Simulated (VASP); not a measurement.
Na3BrO, 5 atoms in the cell. The structure is tetragonal, space group P4/mmm (No. 123). Conventional cell: a = 4.533 Å, b = 4.533 Å, c = 4.488 Å, α = 90.00°, β = 90.00°, γ = 90.00°. Within 3.0 Å of Na (site symmetry mmm) lie 2 O at 2.27 Å. Na (site symmetry 4/mmm) has 2 O at 2.24 Å within 3.0 Å. Br (site symmetry 4/mmm) has 12 Na at 3.19 to 3.21 Å and 8 O at 3.91 Å within 4.2 Å. Within 3.0 Å of O (site symmetry 4/mmm) lie 6 Na at 2.24 to 2.27 Å. 

| Property | Result |
| --- | --- |
| Program | VASP 6.6.1 |
| Task | single point |
| Functional | PBEsol |
| Potentials or basis | VASP PAW PBE potentials, release 64 (Na_pv, Br, O) |
| Cutoff | 520 eV |
| k mesh | 4 × 4 × 4 |
| Occupations | gaussian, width 0.05 eV |
| Spin | no spin polarisation |
| Dipole correction | no |
| Further INCAR settings | ALGO = Normal; EDIFF = 1e-06; NBANDS = 25 |

Potentials or basis: VASP PAW PBE potentials, release 64 (Na_pv, Br, O).

Launch:

```console
$ cat potpaw_PBE.64/Na_pv/POTCAR potpaw_PBE.64/Br/POTCAR potpaw_PBE.64/O/POTCAR > POTCAR
$ mpirun -np 1 vasp_std > vasp.out
```

Hardware: 1 thread of Intel(R) Xeon(R) Platinum 8488C (Sapphire Rapids) (shared host).

How long does it take, and how much memory?

Run time: 47 s on 1 thread of Intel(R) Xeon(R) Platinum 8488C (Sapphire Rapids) (shared host), peak memory 0.21 GiB. Counts: scf iterations 14, k points 18.
